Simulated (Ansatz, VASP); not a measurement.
## LiH: VASP beside Ansatz

```
Li H
1.0
     0.00000    2.05925    2.05925
     2.05925    0.00000    2.05925
     2.05925    2.05925    0.00000
Li H
1 1
Direct
  0.00000 0.00000 0.00000
  0.50000 0.50000 0.50000
```

Change from the starting cell: volume scaled by 1.04.

Alike in both runs: task single point; functional LDA; k mesh 11 × 11 × 11; occupations fermi-dirac, width 0.03 eV; no spin polarisation.

|  | VASP | Ansatz |
| --- | --- | --- |
| version | VASP 6.6.1 | Ansatz 0.2.0 |
| potentials or method | VASP PAW LDA potentials, release 64 (Li_sv, H), cutoff 520 eV | all-electron LAPW, scalar-relativistic |

|  | VASP | Ansatz | Ansatz less VASP |
| --- | --- | --- | --- |
| gap on the k mesh at the Fermi level (eV) | 2.86 | 2.87 | +0.009 |

LDA's correlation is that of Perdew and Zunger in VASP and of Perdew and Wang (1992) in Ansatz. Ansatz ran all-electron here, and VASP with PAW potentials.

Noted on VASP's run: the cutoff is short for stress, so the pressure is rough.
